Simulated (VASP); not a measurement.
Runs of VASP 6.6.1 on Mo. The structure is that of space group Cmmm (No. 65), or close to it. The cells are those of the table. 

| cell | further INCAR settings | gap on the mesh (eV) | pressure (GPa) |
| --- | --- | --- | --- |
| a = 2.462, b = 2.882, c = 2.555 Å, angles 90.0, 90.0, 115.3°, 1 atom | ALGO = Fast; EDIFF = 1e-07; NBANDS = 13 | none | 3.7 |
| a = 3.009, b = 2.610, c = 2.555 Å, angles 90.0, 90.0, 125.2°, 1 atom | ALGO = Fast; EDIFF = 1e-06; NBANDS = 13 | none | 1.3 |
| a = 2.530, b = 2.844, c = 2.555 Å, angles 90.0, 90.0, 116.4°, 1 atom | ALGO = Fast; EDIFF = 1e-06; NBANDS = 13 | none | (b) |
| a = 2.975, b = 2.624, c = 2.555 Å, angles 90.0, 90.0, 124.5°, 1 atom | ALGO = Fast; EDIFF = 1e-07; NBANDS = 13 | none | (a) |
| a = 2.599, b = 2.806, c = 2.555 Å, angles 90.0, 90.0, 117.6°, 1 atom | ALGO = Fast; EDIFF = 1e-06; NBANDS = 13 | none | -1.7 |
| a = 2.941, b = 2.639, c = 2.555 Å, angles 90.0, 90.0, 123.9°, 1 atom | ALGO = Fast; EDIFF = 1e-06; NBANDS = 13 | none | -0.7 |
| a = 2.872, b = 2.670, c = 2.555 Å, angles 90.0, 90.0, 122.5°, 1 atom | ALGO = Fast; EDIFF = 1e-06; NBANDS = 13 | none | -2.0 |

Alike in all rows: task single point; level PBEsol; potentials or basis VASP PAW PBE potentials, release 64 (Mo_sv); no spin polarisation; k mesh 18 × 18 × 18; cutoff (eV) 520; smearing gaussian 0.15 eV.

Question: Estimate the missing entries.

Answer: (a) 0.2; (b) 0.4.

Caveats: the PAW data sets were made with another functional, which shifts forces and pressure a little; the cell stands under pressure (at least some runs).

A k mesh can miss the band edges, and the runs leave out spin-orbit coupling on Mo.

A gap of «none» marks levels without a gap at the run's occupations.
